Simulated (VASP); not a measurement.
BN, 2 atoms in the cell. The structure is trigonal, space group R3m (No. 160). The conventional cell has a = 2.502 Å, b = 2.502 Å, c = 9.868 Å, α = 90.00°, β = 90.00°, γ = 120.00°. Within 1.9 Å of B (site symmetry 3m) lie 3 N at 1.44 Å. Within 1.9 Å of N (site symmetry 3m) lie 3 B at 1.44 Å. 

```yaml
Program: VASP 6.6.1
Task: vibrations by perturbation theory
Functional: PBEsol
Potentials_or_basis: VASP PAW PBE potentials, release 64 (B, N)
Cutoff: 520 eV
k_mesh: 12 × 12 × 12
Occupations: gaussian, width 0.01 eV
Spin: no spin polarisation
Dipole_correction: no
Further_INCAR_settings: ALGO = Normal; EDIFF = 1e-08; IBRION = 8; NSW = 1
```

Potentials or basis: VASP PAW PBE potentials, release 64 (B, N).

Command:

```console
$ cat potpaw_PBE.64/B/POTCAR potpaw_PBE.64/N/POTCAR > POTCAR
$ mpirun -np 1 vasp_std > vasp.out
```

Hardware: 1 thread of Intel(R) Xeon(R) Platinum 8488C (Sapphire Rapids), with other jobs on the host.

**Question.** Estimate the wall time of this run.

**Answer.** Wall time 20 min on 1 thread of Intel(R) Xeon(R) Platinum 8488C (Sapphire Rapids), with other jobs on the host, peak memory 0.47 GiB. Counts: scf iterations 129, k points 189.
